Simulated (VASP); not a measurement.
# Mo in VASP: further runs

Mo is run at these levels: PBE0, HSE06, PBEsol-based screened hybrid with 25 % exact exchange, PBE, r2SCAN+D4+U; tasks: single point.

Program: VASP 6.6.1. These are calculated values, not measurements. Logs are shortened: lines on timing, memory, paths and dates and some standing lists are left out, and cuts for length are marked.

### 1 The cell of the first run

The structure is cubic, space group Im-3m (No. 229). Conventional cell: a = 3.131 Å, b = 3.131 Å, c = 3.131 Å, α = 90.00°, β = 90.00°, γ = 90.00°. Within 3.6 Å of Mo (site symmetry m-3m) lie 14 Mo at 2.71 to 3.13 Å.

### 2 Single point, PBE0

Input file POSCAR:

```
Mo
1.0
   -1.5657451270      1.5657451270      1.5657451270
    1.5657451270     -1.5657451270      1.5657451270
    1.5657451270      1.5657451270     -1.5657451270
Mo
1
Direct
    0.0000000000      0.0000000000      0.0000000000
```

Input file INCAR.step1:

```
ALGO = Normal ; EDIFF = 1E-5
ENCUT = 520 ; GGA = PE
ISIF = 2 ; ISMEAR = -1
LASPH = True ; LCHARG = False
LREAL = False ; LWAVE = True
NBANDS = 13 ; NELM = 80
PREC = Accurate ; SIGMA = 0.05
```

Input file INCAR.step2:

```
AEXX = 0.25 ; ALGO = Normal
EDIFF = 1E-7 ; ENCUT = 520
GGA = PE ; ISIF = 2
ISMEAR = -1 ; ISTART = 1
LASPH = True ; LCHARG = False
LHFCALC = True ; LREAL = False
LWAVE = False ; NBANDS = 13
NELM = 80 ; PREC = Accurate
PRECFOCK = Normal ; SIGMA = 0.05
```

Input file KPOINTS:

```
k-points
0
Gamma
  6 6 6
```

Potentials or basis: VASP PAW PBE potentials, release 64 (Mo_sv).

Run with:

```
$ cat potpaw_PBE.64/Mo_sv/POTCAR > POTCAR
$ cp INCAR.step1 INCAR
$ mpirun -np 1 vasp_std > vasp.out
$ cp INCAR.step2 INCAR
$ mpirun -np 1 vasp_std > vasp.out
```

OUTCAR:

```text
AEXX = 0.25
   EDIFF = 1E-7
   ENCUT = 520
   GGA = PE
   ISIF = 2
   ISMEAR = -1
   ISTART = 1
   LASPH = True
   LHFCALC = True
   LREAL = False
   NELM = 80
   PREC = Accurate
   PRECFOCK = Normal

 ion  position               nearest neighbor table
   1  0.000  0.000  0.000-

  LATTYP: Found a body centered cubic cell.
 ALAT       =     3.1314902540

  Lattice vectors:

 A1 = (  -1.5657451270,   1.5657451270,   1.5657451270)
 A2 = (   1.5657451270,  -1.5657451270,   1.5657451270)
 A3 = (   1.5657451270,   1.5657451270,  -1.5657451270)

Analysis of symmetry for initial positions (statically):
=====================================================================
 Subroutine PRICEL returns:
 Original cell was already a primitive cell.

 Routine SETGRP: Setting up the symmetry group for a
 body centered cubic supercell.

 Subroutine GETGRP returns: Found 48 space group operations
 (whereof 48 operations were pure point group operations)
 out of a pool of 48 trial point group operations.

The static configuration has the point symmetry O_h .

Analysis of symmetry for dynamics (positions and initial velocities):
=====================================================================
 Subroutine PRICEL returns:
 Original cell was already a primitive cell.

 Routine SETGRP: Setting up the symmetry group for a
 body centered cubic supercell.

 Subroutine GETGRP returns: Found 48 space group operations
 (whereof 48 operations were pure point group operations)
 out of a pool of 48 trial point group operations.

The dynamic configuration has the point symmetry O_h .

 Subroutine INISYM returns: Found 48 space group operations
 (whereof 48 operations are pure point group operations),
 and found     1 'primitive' translations

----------------------------------------------------------------------------------------

                                     Primitive cell

  volume of cell :      15.3541

  direct lattice vectors                    reciprocal lattice vectors
    -1.565745127  1.565745127  1.565745127     0.000000000  0.319336775  0.319336775
     1.565745127 -1.565745127  1.565745127     0.319336775  0.000000000  0.319336775
     1.565745127  1.565745127 -1.565745127     0.319336775  0.319336775  0.000000000

  length of vectors
     2.711950112  2.711950112  2.711950112     0.451610399  0.451610399  0.451610399

  position of ions in fractional coordinates (direct lattice)
     0.000000000  0.000000000  0.000000000

  ion indices of the primitive-cell ions
   primitive index   ion index
                 1           1

----------------------------------------------------------------------------------------

 KPOINTS: k-points

Automatic generation of k-mesh.
 Grid dimensions read from file:
 generate k-points for:    6    6    6

 Generating k-lattice:

  Cartesian coordinates                     Fractional coordinates (reciprocal lattice)
     0.000000000  0.053222796  0.053222796     0.166666667  0.000000000  0.000000000
     0.053222796  0.000000000  0.053222796     0.000000000  0.166666667  0.000000000
     0.053222796  0.053222796  0.000000000     0.000000000  0.000000000  0.166666667

  Length of vectors
     0.075268400  0.075268400  0.075268400

  Shift w.r.t. Gamma in fractional coordinates (k-lattice)
     0.000000000  0.000000000  0.000000000

 Subroutine IBZKPT returns following result:
 ===========================================

 Found     16 irreducible k-points:

 Following reciprocal coordinates:
            Coordinates               Weight
  0.000000  0.000000  0.000000      1.000000
  0.166667  0.000000  0.000000     12.000000
  0.333333  0.000000  0.000000     12.000000
  0.500000  0.000000  0.000000      6.000000
  0.166667  0.166667  0.000000     24.000000
  0.333333  0.166667 -0.000000     48.000000
[... 8 lines left out ...]
  0.500000  0.500000  0.333333     12.000000
  0.500000  0.500000  0.500000      1.000000
   k-points           NKPTS =     16   k-points in BZ     NKDIM =    216   number of bands    NBANDS=     13
   number of dos      NEDOS =    301   number of ions     NIONS =      1
   total plane-waves  NPLWV =   8000
   dimension x,y,z NGX =    20 NGY =   20 NGZ =   20
   dimension x,y,z NGXF=    40 NGYF=   40 NGZF=   40
   ions per type =               1
   NGX,Y,Z   is equivalent  to a cutoff of  12.26, 12.26, 12.26 a.u.
   NGXF,Y,Z  is equivalent  to a cutoff of  24.52, 24.52, 24.52 a.u.
 SYSTEM =  unknown system
   PREC   = accura    normal or accurate (medium, high low for compatibility)
   ISTART =      1    job   : 0-new  1-cont  2-samecut
   ICHARG =      0    charge: 1-file 2-atom 10-const
   ISPIN  =      1    spin polarized calculation?
   LNONCOLLINEAR =      F non collinear calculations
   LSORBIT =      F    spin-orbit coupling
   LASPH  =      T    aspherical Exc in radial PAW
   ENCUT  =  520.0 eV  38.22 Ry    6.18 a.u.   5.04  5.04  5.04*2*pi/ulx,y,z
   NELM   =     80;   NELMIN=  2; NELMDL=  0     # of ELM steps
   EDIFF  = 0.1E-06   stopping-criterion for ELM
   LREAL  =      F    real-space projection
   EDIFFG = 0.1E-05   stopping-criterion for IOM
   NSW    =      0    number of steps for IOM
   IBRION =     -1    ionic relax: 0-MD 1-quasi-New 2-CG
   NFREE  =      0    steps in history (QN), initial steepest desc. (CG)
   ISIF   =      2    stress and relaxation
   ISYM   =      3    0-nonsym 1-usesym 2-fastsym
   POTIM  = 0.5000    time-step for ionic-motion
   TEBEG  =    0.0;   TEEND  =   0.0 temperature during run
   PSTRESS=    0.0 pullay stress
   NELECT =      14.0000    total number of electrons
   NUPDOWN=      -1.0000    fix difference up-down
   EMIN   =  10.00;   EMAX   =-10.00  energy-range for DOS
   EFERMI =   0.00;   METHOD = LEGACY
   ISMEAR =    -1;   SIGMA  =   0.05  broadening in eV -4-tet -1-fermi 0-gaus
   EFERMI_NEDOS =   21; number of points for ismear=-14 and -15
   IALGO  =     38    algorithm
   IMIX   =      1    mixing-type and parameters
     AMIX     =   0.40;   BMIX     =  1.00
     AMIX_MAG =   1.60;   BMIX_MAG =  1.00
  volume/ion in A,a.u.               =      15.35       103.61
  Fermi-wavevector in a.u.,A,eV,Ry     =   1.587486  2.999913 34.288183  2.520110
  Thomas-Fermi vector in A             =   2.686636
   LORBIT       =      0    0 simple, 1 ext, 2 COOP (PROOUT), +10 PAW based schemes
   GGA     = PE    functional components
   LHFCALC =     T    Hartree Fock is set to
   PRECFOCK=normal    Normal, Fast or Accurate (Low or Medium for compatibility)
   ENCUT4O =  -1.0   cutoff for four orbital integrals eV
   NKREDX  =     1    reduce k-point grid by
   NKREDY  =     1    reduce k-point grid by
   NKREDZ  =     1    reduce k-point grid by
   AEXX    =    0.2500 exact exchange contribution
   HFSCREEN=    0.0000 screening length (either q_TF or 0.3 A-1)
   HFSCREENC=   0.0000 screening length for correlation (either q_TF or 0.3 A-1)
   ENCUTFOCK=  -1.0 apply spherical cutoff to Coloumb kernel
   IVDW    =     0    specifies the selected vdW correction
   LEPSILON=     F    determine dielectric tensor
   LRPA    =     F    only Hartree local field effects (RPA)
 non-spin polarized calculation
  energy-cutoff  :      520.00
  volume of cell :       15.35
 maximum number of plane-waves:       430
  NGX = 16; NGY = 16; NGZ = 16

 number of electron      13.9999998 magnetization

 Free energy of the ion-electron system (eV)
  ---------------------------------------------------
  ext. energy  EPLUGINS =         0.00000000
  ---------------------------------------------------
  free energy    TOTEN  =       -14.17947605 eV

  energy without entropy =      -14.17947589  energy(sigma->0) =      -14.17947597

 E-fermi :  12.7477     XC(G=0): -10.5872

 val. band max:       12.0493637406   @ k =   0.1667   0.0000   0.0000
 cond. band min:      13.4766571910   @ k =  -0.3333   0.3333   0.1667
 fundamental gap:      1.4272934504
 Fermi energy:        12.7476950655

 k-point     1 :       0.0000    0.0000    0.0000
  band No.  band energies     occupation
      1     -53.1479      2.00000
      2     -24.8201      2.00000
      3     -24.8201      2.00000
      4     -24.8201      2.00000
      5       3.8797      2.00000
      6      10.5914      2.00000
      7      10.5914      2.00000
      8      10.5914      2.00000
      9      15.6291      0.00000
     10      15.6291      0.00000
     11      28.9179      0.00000
     12      28.9179      0.00000
     13      28.9179      0.00000

 k-point     2 :       0.1667    0.0000    0.0000
  band No.  band energies     occupation
      1     -53.0692      2.00000
      2     -25.2678      2.00000
      3     -24.9549      2.00000
      4     -24.8181      2.00000
      5       5.1477      2.00000
      6       9.8902      2.00000
      7      10.4537      2.00000
      8      12.0494      2.00000
      9      14.8417      0.00000
     10      15.6316      0.00000
     11      29.5586      0.00000
     12      30.8518      0.00000
     13      31.0588      0.00000

 k-point     3 :       0.3333    0.0000    0.0000
  band No.  band energies     occupation
      1     -52.9085      2.00000
      2     -26.1124      2.00000
      3     -25.2156      2.00000
      4     -24.8154      2.00000
      5       6.4025      2.00000
      6       8.7193      2.00000
      7      11.4388      2.00000
      8      15.2576      0.00000
      9      15.9389      0.00000
     10      16.2059      0.00000
     11      27.6467      0.00000
     12      28.9460      0.00000
     13      35.7935      0.00000

 k-point     4 :       0.5000    0.0000    0.0000
  band No.  band energies     occupation
      1     -52.8266      2.00000
      2     -26.5117      2.00000
      3     -25.3400      2.00000
      4     -24.8152      2.00000
      5       6.0509      2.00000
      6       8.2105      2.00000
      7      14.5276      0.00000
      8      15.6088      0.00000
      9      16.2776      0.00000
     10      18.7148      0.00000
     11      25.9534      0.00000
     12      26.1759      0.00000
     13      31.8990      0.00000

 k-point     5 :       0.1667    0.1667    0.0000
  band No.  band energies     occupation
      1     -52.9492      2.00000
      2     -25.8374      2.00000
      3     -25.1337      2.00000
      4     -24.9127      2.00000
      5       6.8564      2.00000
      6       9.3807      2.00000
      7       9.5738      2.00000
      8      14.4126      0.00000
      9      15.6328      0.00000
     10      16.2645      0.00000
     11      29.4700      0.00000
     12      30.3745      0.00000
     13      32.7582      0.00000
[... 129 lines left out ...]
 k-point    14 :      -0.3333    0.3333    0.3333
  band No.  band energies     occupation
      1     -52.7225      2.00000
      2     -25.9160      2.00000
      3     -25.6604      2.00000
      4     -25.6604      2.00000
      5       7.6155      2.00000
      6       7.8212      2.00000
      7      13.9896      0.00000
      8      13.9896      0.00000
      9      15.7980      0.00000
     10      19.0271      0.00000
     11      29.5034      0.00000
     12      29.5034      0.00000
     13      30.9616      0.00000

 k-point    15 :       0.5000    0.5000    0.3333
  band No.  band energies     occupation
      1     -52.6595      2.00000
      2     -26.0898      2.00000
      3     -25.8003      2.00000
      4     -25.6791      2.00000
      5       6.8237      2.00000
      6       7.1563      2.00000
      7      14.3595      0.00000
      8      14.9952      0.00000
      9      18.1166      0.00000
     10      22.6210      0.00000
     11      24.4693      0.00000
     12      26.4209      0.00000
     13      33.9905      0.00000

 k-point    16 :       0.5000    0.5000    0.5000
  band No.  band energies     occupation
      1     -52.6030      2.00000
      2     -25.9448      2.00000
      3     -25.9448      2.00000
      4     -25.9448      2.00000
      5       6.0367      2.00000
      6       6.0367      2.00000
      7      17.9232      0.00000
      8      17.9232      0.00000
      9      17.9232      0.00000
     10      23.1104      0.00000
     11      23.1104      0.00000
     12      23.1104      0.00000
     13      34.5174      0.00000

------------------------ aborting loop because EDIFF is reached ----------------------------------------

  FORCE on cell =-STRESS in cart. coord.  units (eV):
  Direction    XX          YY          ZZ          XY          YZ          ZX
  --------------------------------------------------------------------------------------
  -------------------------------------------------------------------------------------
  Total        0.0680505      0.0680505      0.0680505      0.0000000      0.0000000      0.0000000
  in kB        7.1009908      7.1009908      7.1009908      0.0000000      0.0000000      0.0000000
  external PRESSURE =       7.1009908 kB  Pullay stress =       0.0000000 kB

 VOLUME and BASIS-vectors are now :
 -----------------------------------------------------------------------------
  energy-cutoff  :      520.00
  volume of cell :       15.35
      direct lattice vectors                 reciprocal lattice vectors
    -1.565745127  1.565745127  1.565745127     0.000000000  0.319336775  0.319336775
     1.565745127 -1.565745127  1.565745127     0.319336775  0.000000000  0.319336775
     1.565745127  1.565745127 -1.565745127     0.319336775  0.319336775  0.000000000

 POSITION                                       TOTAL-FORCE (eV/Angst)
 -----------------------------------------------------------------------------------
      0.00000      0.00000      0.00000         0.000000      0.000000     -0.000000
 -----------------------------------------------------------------------------------
    total drift:                                0.000000     -0.000000      0.000000

  FREE ENERGIE OF THE ION-ELECTRON SYSTEM (eV)
  ---------------------------------------------------
  free  energy   TOTEN  =       -14.1794760518 eV

  energy  without entropy=      -14.1794758927  energy(sigma->0) =      -14.17947597
```

It took 12 min on 1 thread of AMD EPYC 7R13 (Zen 3), shared host; peak memory 0.11 GiB.

Results:

- Free energy: -14.1795 eV
- Pressure: 0.7 GPa
- Band gap on the k mesh: zero (bands 7 and 8 overlap by 7.33 eV)

Levels at points of the mesh, in eV from the Fermi level:
```tsv
k point	band 3	band 4	band 5	band 6	band 7	band 8	band 9	band 10	band 11	band 12
(0.00, 0.00, 0.00)	-37.57	-37.57	-8.87	-2.16	-2.16	-2.16	2.88	2.88	16.17	16.17
(0.50, 0.00, 0.00)	-38.09	-37.56	-6.70	-4.54	1.78	2.86	3.53	5.97	13.21	13.43
(0.50, 0.50, 0.50)	-38.69	-38.69	-6.71	-6.71	5.18	5.18	5.18	10.36	10.36	10.36
```

Caveat: the k points lie up to 0.47 Å⁻¹ apart, too coarse for converged energies and pressures of a metal; the PAW data sets were made with another functional, which shifts forces and pressure a little.

### 3 Single point, HSE06

Input file POSCAR:

```
Mo
1.0
   -1.5653155839      1.5653155839      1.5653155839
    1.5653155839     -1.5653155839      1.5653155839
    1.5653155839      1.5653155839     -1.5653155839
Mo
1
Direct
    0.0000000000      0.0000000000      0.0000000000
```

Input file INCAR.step1:

```
SYSTEM = Mo
PREC = Accurate
ENCUT = 520
EDIFF = 1E-5
ISMEAR = -1
SIGMA = 0.05
LREAL = .False.
LASPH = .True.
NELM = 60
ALGO = Normal
ISIF = 2
LWAVE = .True.
LCHARG = .False.
GGA = PE
NBANDS = 13
```

Input file INCAR.step2:

```
SYSTEM = Mo
PREC = Accurate
ENCUT = 520
EDIFF = 1E-6
ISMEAR = -1
SIGMA = 0.05
LREAL = .False.
LASPH = .True.
NELM = 60
ALGO = Normal
ISIF = 2
LWAVE = .False.
LCHARG = .False.
GGA = PE
LHFCALC = .True.
HFSCREEN = 0.2079
PRECFOCK = Normal
ISTART = 1
NBANDS = 13
```

Input file KPOINTS:

```
regular mesh
0
Gamma
  6 6 6
  0 0 0
```

Potentials or basis: VASP PAW PBE potentials, release 64 (Mo_sv).

Run with:

```
$ cat potpaw_PBE.64/Mo_sv/POTCAR > POTCAR
$ cp INCAR.step1 INCAR
$ mpirun -np 1 vasp_std > vasp.out
$ cp INCAR.step2 INCAR
$ mpirun -np 1 vasp_std > vasp.out
```

OUTCAR:

```text
SYSTEM = Mo
   PREC = Accurate
   ENCUT = 520
   EDIFF = 1E-6
   ISMEAR = -1
   LREAL = .False.
   LASPH = .True.
   NELM = 60
   ISIF = 2
   GGA = PE
   LHFCALC = .True.
   HFSCREEN = 0.2079
   PRECFOCK = Normal
   ISTART = 1

 ion  position               nearest neighbor table
   1  0.000  0.000  0.000-

  LATTYP: Found a body centered cubic cell.
 ALAT       =     3.1306311678

  Lattice vectors:

 A1 = (  -1.5653155839,   1.5653155839,   1.5653155839)
 A2 = (   1.5653155839,  -1.5653155839,   1.5653155839)
 A3 = (   1.5653155839,   1.5653155839,  -1.5653155839)

Analysis of symmetry for initial positions (statically):
=====================================================================
 Subroutine PRICEL returns:
 Original cell was already a primitive cell.

 Routine SETGRP: Setting up the symmetry group for a
 body centered cubic supercell.

 Subroutine GETGRP returns: Found 48 space group operations
 (whereof 48 operations were pure point group operations)
 out of a pool of 48 trial point group operations.

[... 164 lines left out ...]

 k-point     1 :       0.0000    0.0000    0.0000
  band No.  band energies     occupation
      1     -52.7056      2.00000
      2     -24.3836      2.00000
      3     -24.3836      2.00000
      4     -24.3836      2.00000
      5       4.3277      2.00000
      6      10.9949      2.00000
      7      10.9949      2.00000
      8      10.9949      2.00000
      9      15.2321      0.00000
     10      15.2321      0.00000
     11      28.5434      0.00000
     12      28.5434      0.00000
     13      28.5434      0.00000
[... 226 lines left out ...]
  band No.  band energies     occupation
      1     -52.1587      2.00000
      2     -25.5126      2.00000
      3     -25.5126      2.00000
      4     -25.5126      2.00000
      5       6.4614      2.00000
      6       6.4614      2.00000
      7      17.5205      0.00000
      8      17.5205      0.00000
      9      17.5205      0.00000
     10      22.7247      0.00000
     11      22.7248      0.00000
     12      22.7248      0.00000
     13      34.1272      0.00000

------------------------ aborting loop because EDIFF is reached ----------------------------------------

  FORCE on cell =-STRESS in cart. coord.  units (eV):
  Direction    XX          YY          ZZ          XY          YZ          ZX
  --------------------------------------------------------------------------------------
  -------------------------------------------------------------------------------------
  Total        0.0872925      0.0872925      0.0872925     -0.0000000     -0.0000000      0.0000000
  in kB        9.1163699      9.1163699      9.1163699     -0.0000000     -0.0000000      0.0000000
  external PRESSURE =       9.1163699 kB  Pullay stress =       0.0000000 kB

 VOLUME and BASIS-vectors are now :
 -----------------------------------------------------------------------------
  energy-cutoff  :      520.00
  volume of cell :       15.34
      direct lattice vectors                 reciprocal lattice vectors
    -1.565315584  1.565315584  1.565315584     0.000000000  0.319424406  0.319424406
     1.565315584 -1.565315584  1.565315584     0.319424406  0.000000000  0.319424406
     1.565315584  1.565315584 -1.565315584     0.319424406  0.319424406  0.000000000

 POSITION                                       TOTAL-FORCE (eV/Angst)
 -----------------------------------------------------------------------------------
      0.00000      0.00000      0.00000        -0.000000      0.000000      0.000000
 -----------------------------------------------------------------------------------
    total drift:                                0.000000      0.000000     -0.000000

  FREE ENERGIE OF THE ION-ELECTRON SYSTEM (eV)
  ---------------------------------------------------
  free  energy   TOTEN  =       -12.9689542264 eV

  energy  without entropy=      -12.9688816287  energy(sigma->0) =      -12.96891793
```

It took 7.9 min on 1 thread of AMD EPYC 7R13 (Zen 3), shared host; peak memory 0.2 GiB.

Results:

```yaml
Free_energy: -12.9690 eV
Pressure: 0.9 GPa
Band_gap_on_the_k_mesh: zero (bands 7 and 8 overlap by 6.53 eV)
```

Caveat: the k points lie up to 0.47 Å⁻¹ apart, too coarse for converged energies and pressures of a metal; the PAW data sets were made with another functional, which shifts forces and pressure a little.

[end of part 1 of 2]

The gap in the log of VASP goes by the Fermi energy; the results here count the filled bands.